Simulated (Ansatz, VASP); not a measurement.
## ZnCo: VASP beside Ansatz

```
CELL_PARAMETERS angstrom
2.54034 0.00000 0.00000
-1.27017 2.20000 0.00000
0.00000 0.00000 4.06467
ATOMIC_POSITIONS crystal
Zn 0.66667 0.33333 0.00000
Co 0.00000 0.00000 0.50000
```

Alike in both runs: task single point; functional LDA; k mesh 13 × 13 × 7; occupations fermi-dirac, width 0.1 eV; collinear spin.

|  | VASP | Ansatz |
| --- | --- | --- |
| version | VASP 6.6.1 | Ansatz 0.2.0 |
| potentials or method | VASP PAW LDA potentials, release 64 (Zn, Co), cutoff 520 eV | plane waves, PAW |
| valence electrons in the cell | 21 | 29 |

Ansatz gave:

```
net moment per atom (μB)                                      : 0.48
size of the moment on the site where the two differ most (μB) : 1.03
```

Estimate VASP's values.

net moment per atom (μB): 0.35; size of the moment on the site where the two differ most (μB): 0.74.

The net moments are unlike, so the other rows may belong to different states. LDA's correlation is that of Perdew and Zunger in VASP and of Perdew and Wang (1992) in Ansatz. Site moments also hang on the region over which each program counts them. VASP's potentials hold 21 valence electrons a cell and Ansatz's 29, so a difference there can come from the potentials and not from the codes.
